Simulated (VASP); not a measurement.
BaS, 2 atoms in the cell. The structure is cubic, space group Fm-3m (No. 225). The conventional cell has a = 6.513 Å, b = 6.513 Å, c = 6.513 Å, α = 90.00°, β = 90.00°, γ = 90.00°. Within 4.3 Å of Ba (site symmetry m-3m) lie 6 S at 3.26 Å. S (site symmetry m-3m) has 6 Ba at 3.26 Å within 4.3 Å. 

| Property | Result |
| --- | --- |
| Program | VASP 6.6.1 |
| Task | single point |
| Functional | PBE0 |
| Potentials or basis | VASP PAW PBE potentials, release 64 (Ba_sv, S) |
| Cutoff | 520 eV |
| k mesh | 4 × 4 × 4 |
| Occupations | fermi-dirac, width 0.05 eV |
| Spin | no spin polarisation |
| Dipole correction | no |
| Grid for exact exchange (PRECFOCK) | Normal |
| Further INCAR settings | ALGO = Normal; EDIFF = 1e-07; NBANDS = 15 |

Potentials or basis: VASP PAW PBE potentials, release 64 (Ba_sv, S).

The run is started by

```console
$ cat potpaw_PBE.64/Ba_sv/POTCAR potpaw_PBE.64/S/POTCAR > POTCAR
$ cp INCAR.step1 INCAR
$ mpirun -np 1 vasp_std > vasp.out
$ cp INCAR.step2 INCAR
$ mpirun -np 1 vasp_std > vasp.out
```

Hardware: 1 thread of Intel(R) Xeon(R) Platinum 8124M CPU @ 3.00GHz (Skylake/Cascade Lake), on a shared host.

Task: How long does it take, and how much memory?

Result: Run time: 10 min on 1 thread of Intel(R) Xeon(R) Platinum 8124M CPU @ 3.00GHz (Skylake/Cascade Lake) (shared host), peak memory 0.22 GiB. Counts: k points 8.
